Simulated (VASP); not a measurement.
Crystal: SrLi2SnS4.

```xyz
8
Lattice="-3.3295 3.3295 3.9590 3.3295 -3.3295 3.9590 3.3295 3.3295 -3.9590" Properties=species:S:1:pos:R:3 pbc="T T T"
Li    3.3295    0.0000    1.9795
Li    0.0000    3.3295    1.9795
Sr    0.0000    0.0000    3.9590
Sn    0.0000    0.0000    0.0000
S     1.3943    1.3943   -1.3816
S    -1.9352    1.9352    5.3406
S     1.9352    1.9352    2.5774
S     1.9352   -1.9352    5.3406
```

Base run:

- Program: VASP 6.6.1
- Functional: r2SCAN
- Potentials or basis: VASP PAW PBE potentials, release 64 (Li_sv, Sr_sv, Sn_d, S)
- Cutoff: 520 eV
- k mesh: 6 × 6 × 6
- Occupations: fermi-dirac, width 0.02 eV
- Spin: no spin polarisation

Its results: band gap on the k mesh 2.87 eV; largest force 0.268 eV/Å.

Q: The run is repeated on the same cell with these changes: functional from r2SCAN to PBE; further incar settings from ALGO = Normal; EDIFF = 1e-08; NBANDS = 37 to ALGO = Normal; EDIFF = 1e-06; NBANDS = 37. What comes out?

A: Band gap on the k mesh 2.47 eV; largest force 0.023 eV/Å.

Caveats: spin-orbit coupling is left out, which moves the levels of the heavy elements; the PAW data sets were made with another functional, which shifts forces and pressure a little (at least some runs).

A k mesh can miss the band edges.
